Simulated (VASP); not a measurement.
C:

```
C
1.0
     0.00000    1.75927    1.75927
     1.75927    0.00000    1.75927
     1.75927    1.75927    0.00000
C
2
Direct
  0.75000 0.75000 0.75000
  0.50000 0.50000 0.50000
```

Base run:

| Quantity | Value |
| --- | --- |
| Program | VASP 6.6.1 |
| Functional | b88 exchange, pbe correlation |
| Potentials or basis | VASP PAW PBE potentials, release 64 (C) |
| Cutoff | 600 eV |
| k mesh | 13 × 13 × 13 |
| Occupations | fermi-dirac, width 0.05 eV |
| Spin | no spin polarisation |

Its results: band gap on the k mesh 4.24 eV (least direct gap 5.72 eV); pressure 21.6 GPa.

The run is repeated on the same cell with these changes: functional from b88 exchange, pbe correlation to BHLYP; cutoff from 600 eV to 520 eV; k mesh from 13 × 13 × 13 to 7 × 7 × 7. What comes out?

Band gap on the k mesh 8.70 eV (least direct gap 10.31 eV); pressure 11.1 GPa.

Several settings changed at once.

Caveats: some runs use coarse meshes; the PAW data sets were made with another functional, which shifts forces and pressure a little; an odd mesh through Γ misses points on the zone boundary, where band edges can lie; the cell stands under pressure (at least some runs).
